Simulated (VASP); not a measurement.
# AlN: single point with PBE

AlN:

```xyz
4
Lattice="3.2310 0.0000 0.0000 -1.6155 2.6905 0.0000 0.0000 0.0000 4.9786" Properties=species:S:1:pos:R:3 pbc="T T T"
Al    0.0000    1.7885   -0.0239
Al    1.6155    0.9019    2.4654
N     0.0000    1.7742    1.8909
N     1.6155    0.9163    4.3802
```

This cell differs from its parent crystal: uniaxial x strain +4.0%.

```json
{
 "Program": "VASP 6.6.1",
 "Task": "single point",
 "Functional": "PBE",
 "Potentials or basis": "VASP PAW PBE potentials, release 64 (Al, N)",
 "Cutoff": "600 eV",
 "k mesh": "12 × 12 × 6",
 "Occupations": "fermi-dirac, width 0.02 eV",
 "Spin": "no spin polarisation",
 "Dipole correction": "no",
 "Further INCAR settings": "ALGO = Normal; EDIFF = 1e-06; NBANDS = 16"
}
```

The pressure is -3.7 GPa and the largest force is 0.032 eV/Å. The band gap on the k mesh is 3.79 eV, direct.

Forces in eV/Å, atoms in the order of the input:
```
Al   0.000 -0.017 -0.024
Al   0.000  0.017 -0.024
N    0.000 -0.021  0.024
N    0.000  0.021  0.024
```

Stress tensor (GPa, compression positive):
```
-10.17   0.00   0.00
  0.00  -0.97   0.00
  0.00   0.00   0.06
```

Levels at points of the mesh, in eV from the valence-band top:
```tsv
k point	band 5	band 6	band 7	band 8	band 9	band 10	band 11	band 12
(0.00, 0.00, 0.00)	-0.88	-0.44	-0.23	0.00	3.79	6.04	10.25	10.32
(0.50, 0.00, 0.00)	-3.39	-2.08	-1.83	-0.67	5.68	5.85	7.89	9.84
(0.00, 0.50, 0.00)	-3.26	-2.50	-1.71	-0.99	5.16	5.59	7.52	10.04
(0.00, 0.00, 0.50)	-0.83	-0.83	-0.56	-0.56	5.98	5.98	9.96	9.96
(0.50, 0.00, 0.50)	-1.46	-1.46	-1.35	-1.35	5.18	5.18	9.03	9.03
(0.00, 0.50, 0.50)	-1.84	-1.84	-1.36	-1.36	5.06	5.06	8.82	8.82
```

Run time: 2.2 min on 1 thread of Intel(R) Xeon(R) Platinum 8488C (Sapphire Rapids), with other jobs on the host, peak memory 0.26 GiB.

Caveat: the cell differs from its parent crystal (uniaxial x strain +4.0%). A k mesh can miss the band edges.
